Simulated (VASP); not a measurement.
B3C:

```
B C
1.0
    -2.11047    2.11047    2.11047
     2.11047   -2.11047    2.11047
     2.11047    2.11047   -2.11047
B C
3 1
Direct
  0.00000 0.50000 0.50000
  0.50000 0.00000 0.50000
  0.50000 0.50000 0.00000
  0.00000 0.00000 0.00000
```

| Quantity | Value |
| --- | --- |
| Program | VASP 6.6.1 |
| Task | relaxation of cell and atoms |
| Functional | PBE |
| Potentials or basis | VASP PAW PBE potentials, release 64 (B, C) |
| Cutoff | 600 eV |
| k mesh | 6 × 6 × 6 |
| Occupations | gaussian, width 0.1 eV |
| Spin | no spin polarisation |

At the start: pressure -46.6 GPa; volume 9.40 Å³/atom.

Where does the relaxation end?

Over 3 steps the energy falls by 639.1 meV/atom and the volume is 6.27 Å³/atom (-33.3 %); space group Im-3m (No. 229, to 0.05 Å).

Step by step:
```tsv
step	energy change (eV)	largest force (eV/Å)	pressure (GPa)	volume (Å³)
1	0.0000	0.0000	-46.60	37.60
2	-2.5478	0.0000	5.57	24.60
3	-2.5564	0.0000	0.17	25.09
```

Final structure:
```
B C
1.0
    -1.84410    1.84410    1.84410
     1.84410   -1.84410    1.84410
     1.84410    1.84410   -1.84410
B C
3 1
Cartesian
  1.8441 0.0000 0.0000
  0.0000 1.8441 0.0000
  0.0000 0.0000 1.8441
  0.0000 0.0000 0.0000
```

Caveat: the volume moved by over 15 % at a fixed basis, so the end points are rough.
